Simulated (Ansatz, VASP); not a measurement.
# One calculation of InO, two programs

File INCAR:

```
SYSTEM = InO
PREC     = Accurate       ! precision mode
ENCUT    = 520            ! plane-wave cutoff, eV
EDIFF    = 1E-7           ! SCF threshold, eV
ISMEAR   = 0              ! smearing method
SIGMA    = 0.05           ! smearing width, eV
LREAL    = .FALSE.        ! projectors in reciprocal space
LASPH    = .TRUE.         ! aspherical terms in the spheres
NELM     = 80             ! most SCF steps
ALGO     = Normal         ! electronic algorithm
ISIF     = 2              ! what is computed and relaxed
LWAVE    = .FALSE.        ! write WAVECAR
LCHARG   = .FALSE.        ! write CHGCAR
GGA      = PE             ! functional
IVDW     = 12             ! dispersion correction
NBANDS   = 27             ! bands
```

File KPOINTS:

```
regular mesh
0
G
  12 12 2
  0 0 0
```

Contents of POSCAR:

```
InO
1.0
    3.4297831874      0.0000000000      0.0000000000
   -1.7148915937      2.9702793698      0.0000000000
    0.0000000000      0.0000000000     15.4557216763
In O
2 2
Direct
    0.6666666667      0.3333333333      0.5895266171
    0.6666666667      0.3333333333      0.4104733829
    0.0000000000      0.0000000000      0.6398766429
    0.0000000000      0.0000000000      0.3601233571
```

Input for Ansatz:

```yaml
crystal:
  lattice:
    - [3.4297831874, 0.0, 0.0]
    - [-1.7148915937, 2.9702793698, 0.0]
    - [0.0, 0.0, 15.4557216763]
  atoms:
    - { symbol: In, position: [0.6666666667, 0.3333333333, 0.5895266171] }
    - { symbol: In, position: [0.6666666667, 0.3333333333, 0.4104733829] }
    - { symbol: O, position: [0.0, 0.0, 0.6398766429] }
    - { symbol: O, position: [0.0, 0.0, 0.3601233571] }
basis:
  ecutwfc: 420
kpoints:
  mp_grid: { grid: [12, 12, 2] }
hamiltonian:
  xc: pbe
  dispersion: d3bj
scf:
  occupations: { method: gaussian, width: 0.05 }
output:
  forces: true
  stress: true
  eigenvalues: true
```

Change from the starting cell: strain +0.000 along x and y, -0.025 along z, atoms carried along.

Alike in both runs: task single point; functional PBE; dispersion D3(BJ); k mesh 12 × 12 × 2; occupations gaussian, width 0.05 eV; no spin polarisation.

|  | VASP | Ansatz |
| --- | --- | --- |
| version | VASP 6.6.1 | Ansatz 0.2.0 |
| potentials or method | VASP PAW PBE potentials, release 64 (In_d, O), cutoff 520 eV | scalar-relativistic, plane waves, PAW |
| valence electrons in the cell | 38 | 38 |

|  | VASP | Ansatz | Ansatz less VASP |
| --- | --- | --- | --- |
| gap on the k mesh at the Fermi level (eV) | 0.51 | 0.53 | +0.012 |
| least direct gap on the mesh (eV) | 1.20 | 1.21 | +0.011 |
| rms of the force components (eV/Å) | 0.113 | 0.113 | -0.0004 |

Atom by atom the forces differ by 0.020 eV/Å (rms over components).
